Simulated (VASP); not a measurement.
# Yb: single point with LDA

Yb:

```
Yb
1.0
    -2.15148    2.15148    2.15148
     2.15148   -2.15148    2.15148
     2.15148    2.15148   -2.15148
Yb
1
Cartesian
  0.0000 0.0000 0.0000
```

```yaml
Program: VASP 6.6.1
Task: single point
Functional: LDA
Potentials_or_basis: VASP PAW PBE potentials, release 64 (Yb)
Cutoff: 520 eV
k_mesh: 7 × 7 × 7
Occupations: gaussian, width 0.05 eV
Spin: no spin polarisation
Dipole_correction: no
Further_INCAR_settings: ALGO = Normal; EDIFF = 1e-06; NBANDS = 18
```

| Item | Value |
| --- | --- |
| Pressure | -4.6 GPa |
| Band gap on the k mesh | zero (band 12 reaches 1.19 eV, above the bottom of band 13 at 0.90 eV) |

Levels at points of the mesh, in eV from the Fermi level:
| k point | band 10 | band 11 | band 12 | band 13 | band 14 | band 15 |
| --- | --- | --- | --- | --- | --- | --- |
| (0.00, 0.00, 0.00) | -0.26 | -0.26 | -0.24 | 2.68 | 2.68 | 2.68 |

Run time: 48 s on 1 thread of Intel Xeon 6975P-C, on a shared host, peak memory 0.16 GiB.

Caveat: the PAW data sets were made with another functional, which shifts forces and pressure a little; spin-orbit coupling is left out, which moves the levels of the heavy elements. Spin polarisation is off, so any magnetic state and its effect on volume and gap are missing.
